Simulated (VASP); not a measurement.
# Ba2Au3 (Pm-3m) in VASP: a series of runs

Runs on Ba2Au3. Level: PBE. Tasks: single point, relaxation of cell and atoms.

Program: VASP 6.6.1. These are calculated values, not measurements. Logs are shortened: lines on timing, memory, paths and dates and some standing lists are left out, and cuts for length are marked.

## Step 1: The cell of the first run

The structure is cubic, space group Pm-3m (No. 221). Conventional cell: a = 5.917 Å, b = 5.917 Å, c = 5.917 Å, α = 90.00°, β = 90.00°, γ = 90.00°. Ba (site symmetry m-3m) has 6 Au at 2.96 Å within 3.9 Å. Within 5.5 Å of Ba (site symmetry m-3m) lie 12 Au at 4.18 Å and 8 Ba at 5.12 Å. Within 3.9 Å of Au (site symmetry 4/mmm) lie 2 Ba at 2.96 Å.

## Step 2: Single point, PBE

File INCAR:

```
PREC = Accurate
ENCUT = 520
EDIFF = 1E-6
ISMEAR = 0
SIGMA = 0.1
LREAL = F
LASPH = T
NELM = 100
ALGO = Normal
ISIF = 2
LWAVE = F
LCHARG = F
GGA = PE
NBANDS = 34
```

File KPOINTS:

```
Automatic mesh
0
Gamma
  6 6 6
```

File POSCAR:

```
Ba2Au3
1.0
    5.9169015903      0.0000000000      0.0000000000
    0.0000000000      5.9169015903      0.0000000000
    0.0000000000      0.0000000000      5.9169015903
Ba Au
2 3
Direct
    0.5000000000      0.5000000000      0.5000000000
    0.0000000000      0.0000000000      0.0000000000
    0.0000000000      0.5000000000      0.5000000000
    0.5000000000      0.0000000000      0.5000000000
    0.5000000000      0.5000000000      0.0000000000
```

Potentials or basis: VASP PAW PBE potentials, release 64 (Ba_sv, Au).

Started as:

```
cat potpaw_PBE.64/Ba_sv/POTCAR potpaw_PBE.64/Au/POTCAR > POTCAR
mpirun -np 1 vasp_std > vasp.out
```

OUTCAR:

```text
PREC = Accurate
   ENCUT = 520
   EDIFF = 1E-6
   ISMEAR = 0
   LREAL = F
   LASPH = T
   NELM = 100
   ISIF = 2
   GGA = PE

 ion  position               nearest neighbor table
   1  0.500  0.500  0.500-   3 2.96   4 2.96   5 2.96   5 2.96   4 2.96   3 2.96
   2  0.000  0.000  0.000-
   3  0.000  0.500  0.500-   1 2.96   1 2.96
   4  0.500  0.000  0.500-   1 2.96   1 2.96
   5  0.500  0.500  0.000-   1 2.96   1 2.96

  LATTYP: Found a simple cubic cell.
 ALAT       =     5.9169015903

  Lattice vectors:

 A1 = (   5.9169015903,   0.0000000000,   0.0000000000)
 A2 = (   0.0000000000,   5.9169015903,   0.0000000000)
 A3 = (   0.0000000000,   0.0000000000,   5.9169015903)

Analysis of symmetry for initial positions (statically):
=====================================================================
 Subroutine PRICEL returns:
 Original cell was already a primitive cell.

 Routine SETGRP: Setting up the symmetry group for a
 simple cubic supercell.

 Subroutine GETGRP returns: Found 48 space group operations
 (whereof 48 operations were pure point group operations)
 out of a pool of 48 trial point group operations.

The static configuration has the point symmetry O_h .

Analysis of symmetry for dynamics (positions and initial velocities):
=====================================================================
 Subroutine PRICEL returns:
 Original cell was already a primitive cell.

 Routine SETGRP: Setting up the symmetry group for a
 simple cubic supercell.

 Subroutine GETGRP returns: Found 48 space group operations
 (whereof 48 operations were pure point group operations)
 out of a pool of 48 trial point group operations.

The dynamic configuration has the point symmetry O_h .

 Subroutine INISYM returns: Found 48 space group operations
 (whereof 48 operations are pure point group operations),
 and found     1 'primitive' translations

----------------------------------------------------------------------------------------

                                     Primitive cell

  volume of cell :     207.1491

  direct lattice vectors                    reciprocal lattice vectors
     5.916901590  0.000000000  0.000000000     0.169007374  0.000000000  0.000000000
     0.000000000  5.916901590  0.000000000     0.000000000  0.169007374  0.000000000
     0.000000000  0.000000000  5.916901590     0.000000000  0.000000000  0.169007374

  length of vectors
     5.916901590  5.916901590  5.916901590     0.169007374  0.169007374  0.169007374

  position of ions in fractional coordinates (direct lattice)
     0.500000000  0.500000000  0.500000000
     0.000000000  0.000000000  0.000000000
     0.000000000  0.500000000  0.500000000
     0.500000000  0.000000000  0.500000000
     0.500000000  0.500000000  0.000000000

  ion indices of the primitive-cell ions
   primitive index   ion index
                 1           1
                 2           2
                 3           3
                 4           4
                 5           5

----------------------------------------------------------------------------------------

 KPOINTS: Automatic mesh

Automatic generation of k-mesh.
 Grid dimensions read from file:
 generate k-points for:    6    6    6

 Generating k-lattice:

  Cartesian coordinates                     Fractional coordinates (reciprocal lattice)
     0.028167896  0.000000000  0.000000000     0.166666667  0.000000000  0.000000000
     0.000000000  0.028167896  0.000000000     0.000000000  0.166666667  0.000000000
     0.000000000  0.000000000  0.028167896     0.000000000  0.000000000  0.166666667

  Length of vectors
     0.028167896  0.028167896  0.028167896

  Shift w.r.t. Gamma in fractional coordinates (k-lattice)
     0.000000000  0.000000000  0.000000000

 Subroutine IBZKPT returns following result:
 ===========================================

 Found     20 irreducible k-points:

 Following reciprocal coordinates:
            Coordinates               Weight
  0.000000  0.000000  0.000000      1.000000
  0.166667  0.000000  0.000000      6.000000
  0.333333  0.000000  0.000000      6.000000
  0.500000  0.000000  0.000000      3.000000
  0.166667  0.166667  0.000000     12.000000
  0.333333  0.166667  0.000000     24.000000
[... 12 lines left out ...]
  0.500000  0.500000  0.333333      6.000000
  0.500000  0.500000  0.500000      1.000000
   k-points           NKPTS =     20   k-points in BZ     NKDIM =     20   number of bands    NBANDS=     34
   number of dos      NEDOS =    301   number of ions     NIONS =      5
   total plane-waves  NPLWV = 110592
   dimension x,y,z NGX =    48 NGY =   48 NGZ =   48
   dimension x,y,z NGXF=    96 NGYF=   96 NGZF=   96
   ions per type =               2   3
   NGX,Y,Z   is equivalent  to a cutoff of  13.49, 13.49, 13.49 a.u.
   NGXF,Y,Z  is equivalent  to a cutoff of  26.97, 26.97, 26.97 a.u.
 SYSTEM =  unknown system
   PREC   = accura    normal or accurate (medium, high low for compatibility)
   ISTART =      0    job   : 0-new  1-cont  2-samecut
   ICHARG =      2    charge: 1-file 2-atom 10-const
   ISPIN  =      1    spin polarized calculation?
   LNONCOLLINEAR =      F non collinear calculations
   LSORBIT =      F    spin-orbit coupling
   LASPH  =      T    aspherical Exc in radial PAW
   ENCUT  =  520.0 eV  38.22 Ry    6.18 a.u.  11.00 11.00 11.00*2*pi/ulx,y,z
   NELM   =    100;   NELMIN=  2; NELMDL= -5     # of ELM steps
   EDIFF  = 0.1E-05   stopping-criterion for ELM
   LREAL  =      F    real-space projection
   EDIFFG = 0.1E-04   stopping-criterion for IOM
   NSW    =      0    number of steps for IOM
   IBRION =     -1    ionic relax: 0-MD 1-quasi-New 2-CG
   NFREE  =      0    steps in history (QN), initial steepest desc. (CG)
   ISIF   =      2    stress and relaxation
   ISYM   =      2    0-nonsym 1-usesym 2-fastsym
   POTIM  = 0.5000    time-step for ionic-motion
   TEBEG  =    0.0;   TEEND  =   0.0 temperature during run
   PSTRESS=    0.0 pullay stress
   NELECT =      53.0000    total number of electrons
   NUPDOWN=      -1.0000    fix difference up-down
   EMIN   =  10.00;   EMAX   =-10.00  energy-range for DOS
   EFERMI =   0.00;   METHOD = LEGACY
   ISMEAR =     0;   SIGMA  =   0.10  broadening in eV -4-tet -1-fermi 0-gaus
   EFERMI_NEDOS =   21; number of points for ismear=-14 and -15
   IALGO  =     38    algorithm
   IMIX   =      4    mixing-type and parameters
     AMIX     =   0.40;   BMIX     =  1.00
     AMIX_MAG =   1.60;   BMIX_MAG =  1.00
  volume/ion in A,a.u.               =      41.43       279.58
  Fermi-wavevector in a.u.,A,eV,Ry     =   1.039296  1.963984 14.696135  1.080135
  Thomas-Fermi vector in A             =   2.173819
   LORBIT       =      0    0 simple, 1 ext, 2 COOP (PROOUT), +10 PAW based schemes
   GGA     = PE    functional components
   LHFCALC =     F    Hartree Fock is set to
   AEXX    =    0.0000 exact exchange contribution
   IVDW    =     0    specifies the selected vdW correction
   LEPSILON=     F    determine dielectric tensor
   LRPA    =     F    only Hartree local field effects (RPA)
 non-spin polarized calculation
 Gauss-broadening in eV      SIGMA  =   0.10
  energy-cutoff  :      520.00
  volume of cell :      207.15
 maximum number of plane-waves:      5632
 NGX is ok and might be reduce to    48
   NGX = 23   NGY = 23   NGZ = 23

 number of electron      52.9999993 magnetization

 Free energy of the ion-electron system (eV)
  ---------------------------------------------------
  ext. energy  EPLUGINS =         0.00000000
  ---------------------------------------------------
  free energy    TOTEN  =       -14.54505692 eV

  energy without entropy =      -14.53813359  energy(sigma->0) =      -14.54159525

 E-fermi :   2.4331     XC(G=0):  -8.1837

 val. band max:        2.3489309085   @ k =   0.3333   0.3333   0.0000
 cond. band min:       2.5164604789   @ k =   0.5000   0.3333   0.3333
 fundamental gap:      0.1675295704
 Fermi energy:         2.4330995624

 k-point     1 :       0.0000    0.0000    0.0000
  band No.  band energies     occupation
      1     -27.2080      2.00000
      2     -25.1076      2.00000
      3     -12.2621      2.00000
      4     -12.2621      2.00000
      5     -12.2621      2.00000
      6     -10.5113      2.00000
[... 26 lines left out ...]
     33       4.9745      0.00000
     34       4.9745      0.00000

 k-point     2 :       0.1667    0.0000    0.0000
  band No.  band energies     occupation
      1     -27.2080      2.00000
      2     -25.1057      2.00000
      3     -12.2650      2.00000
      4     -12.2619      2.00000
      5     -12.2619      2.00000
      6     -10.5717      2.00000
[... 26 lines left out ...]
     33       4.9798      0.00000
     34       4.9814      0.00000

 k-point     3 :       0.3333    0.0000    0.0000
  band No.  band energies     occupation
      1     -27.2079      2.00000
      2     -25.1019      2.00000
      3     -12.2708      2.00000
      4     -12.2615      2.00000
      5     -12.2615      2.00000
      6     -10.6876      2.00000
[... 26 lines left out ...]
     33       4.9959      0.00000
     34       5.1057      0.00000
[... 556 lines left out ...]
 k-point    19 :       0.5000    0.5000    0.3333
  band No.  band energies     occupation
      1     -27.2075      2.00000
      2     -25.0868      2.00000
      3     -12.2706      2.00000
      4     -12.2706      2.00000
      5     -12.2676      2.00000
      6     -10.7551      2.00000
[... 26 lines left out ...]
     33       5.2418      0.00000
     34       5.2474      0.00000

 k-point    20 :       0.5000    0.5000    0.5000
  band No.  band energies     occupation
      1     -27.2075      2.00000
      2     -25.0849      2.00000
      3     -12.2698      2.00000
      4     -12.2698      2.00000
      5     -12.2698      2.00000
      6     -10.7574      2.00000
[... 26 lines left out ...]
     33       5.3186      0.00000
     34       5.3319      0.00000

------------------------ aborting loop because EDIFF is reached ----------------------------------------

  FORCE on cell =-STRESS in cart. coord.  units (eV):
  Direction    XX          YY          ZZ          XY          YZ          ZX
  --------------------------------------------------------------------------------------
  -------------------------------------------------------------------------------------
  Total        0.7064974      0.7064974      0.7064974     -0.0000000      0.0000000     -0.0000000
  in kB        5.4643451      5.4643451      5.4643451     -0.0000000      0.0000000     -0.0000000
  external PRESSURE =       5.4643451 kB  Pullay stress =       0.0000000 kB

 VOLUME and BASIS-vectors are now :
 -----------------------------------------------------------------------------
  energy-cutoff  :      520.00
  volume of cell :      207.15
      direct lattice vectors                 reciprocal lattice vectors
     5.916901590  0.000000000  0.000000000     0.169007374  0.000000000  0.000000000
     0.000000000  5.916901590  0.000000000     0.000000000  0.169007374  0.000000000
     0.000000000  0.000000000  5.916901590     0.000000000  0.000000000  0.169007374

 POSITION                                       TOTAL-FORCE (eV/Angst)
 -----------------------------------------------------------------------------------
      2.95845      2.95845      2.95845         0.000000      0.000000      0.000000
      0.00000      0.00000      0.00000         0.000000      0.000000      0.000000
      0.00000      2.95845      2.95845         0.000000      0.000000      0.000000
      2.95845      0.00000      2.95845         0.000000      0.000000      0.000000
      2.95845      2.95845      0.00000         0.000000      0.000000      0.000000
 -----------------------------------------------------------------------------------
    total drift:                                0.000000      0.000000     -0.000000

  FREE ENERGIE OF THE ION-ELECTRON SYSTEM (eV)
  ---------------------------------------------------
  free  energy   TOTEN  =       -14.5450569153 eV

  energy  without entropy=      -14.5381335872  energy(sigma->0) =      -14.54159525
```

It took 1.9 min on 1 thread of Intel Xeon Platinum 8259CL at 2.50GHz (Skylake/Cascade Lake), shared host; peak memory 0.38 GiB.

What came out:

| Quantity | Value |
| --- | --- |
| Free energy | -14.5451 eV |
| Pressure | 0.5 GPa |

Levels at points of the mesh, in eV from the Fermi level:
| k point | band 23 | band 24 | band 25 | band 26 | band 27 | band 28 | band 29 | band 30 |
| --- | --- | --- | --- | --- | --- | --- | --- | --- |
| (0.00, 0.00, 0.00) | -3.32 | -3.05 | -1.99 | -1.99 | 1.75 | 1.75 | 1.75 | 2.47 |
| (0.50, 0.00, 0.00) | -3.21 | -3.20 | -2.39 | -1.93 | 1.08 | 1.14 | 1.14 | 1.79 |
| (0.50, 0.50, 0.00) | -3.20 | -2.98 | -1.89 | -1.89 | -0.83 | 1.03 | 1.03 | 1.50 |
| (0.50, 0.50, 0.50) | -3.16 | -1.80 | -1.80 | -1.80 | -0.14 | -0.14 | -0.14 | 0.92 |

Caveat: spin-orbit coupling is left out, which moves the levels of the heavy elements.

(Continued in part 2 of 2.)
